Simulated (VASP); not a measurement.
# ZnS (Pm-3m) in VASP: further runs, part 2 of 2

VASP 6.6.1. Earlier steps stand in the parts before.

**4. Single point, PBEsol**

The input, INCAR:

```
ALGO = Normal
EDIFF = 1E-6
ENCUT = 500
GGA = PS
GGA_COMPAT = False
ISIF = 2
ISMEAR = 0
LASPH = True
LCHARG = False
LREAL = False
LWAVE = False
NBANDS = 16
NELM = 120
PREC = Accurate
SIGMA = 0.0101
```

The input, KPOINTS:

```
Automatic mesh
0
Gamma
  6 6 6
  0.5 0.5 0.5
```

The input, POSCAR:

```
ZnS
1.0
    3.2787670000      0.0000000000      0.0000000000
    0.0000000000      3.2787670000      0.0000000000
    0.0000000000      0.0000000000      3.2787670000
S Zn
1 1
Direct
    0.0000000000      0.0000000000      0.0000000000
    0.5000000000      0.5000000000      0.5000000000
```

Potentials or basis: VASP PAW PBE potentials, release 64 (S, Zn).

Launch:

```bash
cat potpaw_PBE.64/S/POTCAR potpaw_PBE.64/Zn/POTCAR > POTCAR
mpirun -np 1 vasp_std > vasp.out
```

OUTCAR:

```text
EDIFF = 1E-6
   ENCUT = 500
   GGA = PS
   ISIF = 2
   ISMEAR = 0
   LASPH = True
   LREAL = False
   NELM = 120
   PREC = Accurate

 ion  position               nearest neighbor table
   1  0.000  0.000  0.000-   2 2.84   2 2.84   2 2.84   2 2.84   2 2.84   2 2.84   2 2.84   2 2.84

   2  0.500  0.500  0.500-   1 2.84   1 2.84   1 2.84   1 2.84   1 2.84   1 2.84   1 2.84   1 2.84

  LATTYP: Found a simple cubic cell.
 ALAT       =     3.2787670000

  Lattice vectors:

 A1 = (   3.2787670000,   0.0000000000,   0.0000000000)
 A2 = (   0.0000000000,   3.2787670000,   0.0000000000)
 A3 = (   0.0000000000,   0.0000000000,   3.2787670000)

Analysis of symmetry for initial positions (statically):
=====================================================================
 Subroutine PRICEL returns:
 Original cell was already a primitive cell.

 Routine SETGRP: Setting up the symmetry group for a
 simple cubic supercell.

 Subroutine GETGRP returns: Found 48 space group operations
 (whereof 48 operations were pure point group operations)
 out of a pool of 48 trial point group operations.

The static configuration has the point symmetry O_h .

Analysis of symmetry for dynamics (positions and initial velocities):
=====================================================================
 Subroutine PRICEL returns:
 Original cell was already a primitive cell.

 Routine SETGRP: Setting up the symmetry group for a
 simple cubic supercell.

 Subroutine GETGRP returns: Found 48 space group operations
 (whereof 48 operations were pure point group operations)
 out of a pool of 48 trial point group operations.

The dynamic configuration has the point symmetry O_h .

 Subroutine INISYM returns: Found 48 space group operations
 (whereof 48 operations are pure point group operations),
 and found     1 'primitive' translations

----------------------------------------------------------------------------------------

[... 96 lines left out ...]
     AMIX     =   0.40;   BMIX     =  1.00
     AMIX_MAG =   1.60;   BMIX_MAG =  1.00
  volume/ion in A,a.u.               =      17.62       118.93
  Fermi-wavevector in a.u.,A,eV,Ry     =   1.308544  2.472790 23.297097  1.712288
  Thomas-Fermi vector in A             =   2.439204
   LORBIT       =      0    0 simple, 1 ext, 2 COOP (PROOUT), +10 PAW based schemes
   GGA     = PS    functional components
   LHFCALC =     F    Hartree Fock is set to
   AEXX    =    0.0000 exact exchange contribution
   IVDW    =     0    specifies the selected vdW correction
   LEPSILON=     F    determine dielectric tensor
   LRPA    =     F    only Hartree local field effects (RPA)
 non-spin polarized calculation
 Gauss-broadening in eV      SIGMA  =   0.01
  energy-cutoff  :      500.00
  volume of cell :       35.25
 maximum number of plane-waves:       910
 NGX is ok and might be reduce to    24
   NGX = 11   NGY = 11   NGZ = 11

 number of electron      17.9999977 magnetization

 Free energy of the ion-electron system (eV)
  ---------------------------------------------------
  ext. energy  EPLUGINS =         0.00000000
  ---------------------------------------------------
  free energy    TOTEN  =        -5.61095019 eV

  energy without entropy =       -5.61095017  energy(sigma->0) =       -5.61095018

 E-fermi :   3.6142     XC(G=0): -10.8072

 val. band max:        3.5795858986   @ k =   0.4167   0.2500   0.0833
 cond. band min:       3.6478373600   @ k =   0.4167   0.4167   0.2500
 fundamental gap:      0.0682514614
 Fermi energy:         3.6142096339

 k-point     1 :       0.0833    0.0833    0.0833
  band No.  band energies     occupation
      1      -9.8223      2.00000
      2      -3.1793      2.00000
      3      -3.1793      2.00000
      4      -2.9034      2.00000
      5      -2.8906      2.00000
      6      -2.8906      2.00000
[... 167 lines left out ...]
      3      -3.3836      2.00000
      4      -3.2086      2.00000
      5      -2.7881      2.00000
      6      -2.7881      2.00000
[... 8 lines left out ...]
     15      19.8883      0.00000
     16      19.9881      0.00000

------------------------ aborting loop because EDIFF is reached ----------------------------------------

  FORCE on cell =-STRESS in cart. coord.  units (eV):
  Direction    XX          YY          ZZ          XY          YZ          ZX
  --------------------------------------------------------------------------------------
  -------------------------------------------------------------------------------------
  Total       -1.8736165     -1.8736165     -1.8736165      0.0000000      0.0000000     -0.0000000
  in kB      -85.1646980    -85.1646980    -85.1646980      0.0000000      0.0000000     -0.0000000
  external PRESSURE =     -85.1646980 kB  Pullay stress =       0.0000000 kB

 VOLUME and BASIS-vectors are now :
 -----------------------------------------------------------------------------
  energy-cutoff  :      500.00
  volume of cell :       35.25
      direct lattice vectors                 reciprocal lattice vectors
     3.278767000  0.000000000  0.000000000     0.304992700  0.000000000  0.000000000
     0.000000000  3.278767000  0.000000000     0.000000000  0.304992700  0.000000000
     0.000000000  0.000000000  3.278767000     0.000000000  0.000000000  0.304992700

 POSITION                                       TOTAL-FORCE (eV/Angst)
 -----------------------------------------------------------------------------------
      0.00000      0.00000      0.00000         0.000000      0.000000      0.000000
      1.63938      1.63938      1.63938         0.000000      0.000000      0.000000
 -----------------------------------------------------------------------------------
    total drift:                                0.000000      0.000000     -0.000000

  FREE ENERGIE OF THE ION-ELECTRON SYSTEM (eV)
  ---------------------------------------------------
  free  energy   TOTEN  =        -5.6109501905 eV

  energy  without entropy=       -5.6109501708  energy(sigma->0) =       -5.61095018
```

Wall time 9.5 s (1 thread of Intel Xeon 8259CL, shared host); peak memory 0.13 GiB.

Results:

- Free energy: -5.6110 eV
- Pressure: -8.5 GPa
- Band gap on the k mesh: 0.07 eV, indirect (least direct gap 0.83 eV)

Caveat: the PAW data sets were made with another functional, which shifts forces and pressure a little. A k mesh can miss the band edges.

**5. Summary**

| k mesh | smearing | gap on the mesh (eV) | pressure (GPa) |
| --- | --- | --- | --- |
| 6 × 6 × 6 | gaussian 0.0101 eV | none | -9.0 |
| 6 × 6 × 6, shifted | fermi-dirac 0.025 eV | 0.11 | -8.5 |
| 6 × 6 × 6, shifted | gaussian 0.0101 eV | 0.07 | -8.5 |

Alike in all rows: task single point; level PBEsol; potentials or basis VASP PAW PBE potentials, release 64 (S, Zn); no spin polarisation; cell as given; cutoff (eV) 500.

On the cell as given the gap runs from zero (PBEsol) to 0.11 eV (PBEsol).

Caveats: the PAW data sets were made with another functional, which shifts forces and pressure a little.

Total energies depend on the potentials used, so only differences within one code and one set of settings carry meaning.
